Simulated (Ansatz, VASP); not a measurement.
# K in VASP and in Ansatz

File INCAR:

```
ALGO = Normal
EDIFF = 1E-7
ENCUT = 520
ISIF = 2
ISMEAR = -1
LASPH = True
LCHARG = True
LELF = True
LREAL = False
LVHAR = True
LWAVE = False
NBANDS = 20
NELM = 80
PREC = Accurate
SIGMA = 0.1
```

Contents of KPOINTS:

```
k-points
0
Gamma
  6 6 8
```

Contents of POSCAR:

```
K
1.0
    7.0231431243      0.0000000000      0.0000000000
   -3.5115715622      6.0822203601      0.0000000000
    0.0000000000      0.0000000000      4.1830076331
K
3
Direct
    1.0000000000      1.0000000000      0.0000000000
    0.3333333333      0.6666666667      0.5000000000
    0.6666666667      0.3333333333      0.5000000000
```

Input for Ansatz:

```yaml
crystal:
  lattice:
    - [7.0231431243, 0.0, 0.0]
    - [-3.5115715622, 6.0822203601, 0.0]
    - [0.0, 0.0, 4.1830076331]
  atoms:
    - { symbol: K, position: [1.0, 1.0, 0.0] }
    - { symbol: K, position: [0.3333333333, 0.6666666667, 0.5] }
    - { symbol: K, position: [0.6666666667, 0.3333333333, 0.5] }
hamiltonian:
  xc: lda
  pseudopotentials:
    kind: paw
    azcp:
      K: "pseudopotentials/K.paw.azcp"
basis:
  ecutwfc: 420
  fft_grid_basis: typed
kpoints:
  mp_grid: { grid: [6, 6, 8], shift: [0, 0, 0] }
magnetization:
  spin_polarized: false
scf:
  occupations: { method: fermi_dirac, width: 0.1 }
  lower_state_search: "off"
output:
  stress: true
```

Alike in both runs: task single point; functional LDA; k mesh 6 × 6 × 8; occupations fermi-dirac, width 0.1 eV; no spin polarisation.

|  | VASP | Ansatz |
| --- | --- | --- |
| version | VASP 6.6.1 | Ansatz 0.2.0 |
| potentials or method | VASP PAW LDA potentials, release 64 (K_sv), cutoff 520 eV | plane waves (420 eV) with PAW, scalar-relativistic |
| valence electrons in the cell | 27 | 27 |

|  | VASP | Ansatz | Ansatz less VASP |
| --- | --- | --- | --- |
| pressure (GPa) | 0.4 | 0.4 | +0.02 |

Ansatz warns that its potentials were made for another functional, while VASP's fit it. LDA's correlation is that of Perdew and Zunger in VASP and of Perdew and Wang (1992) in Ansatz.
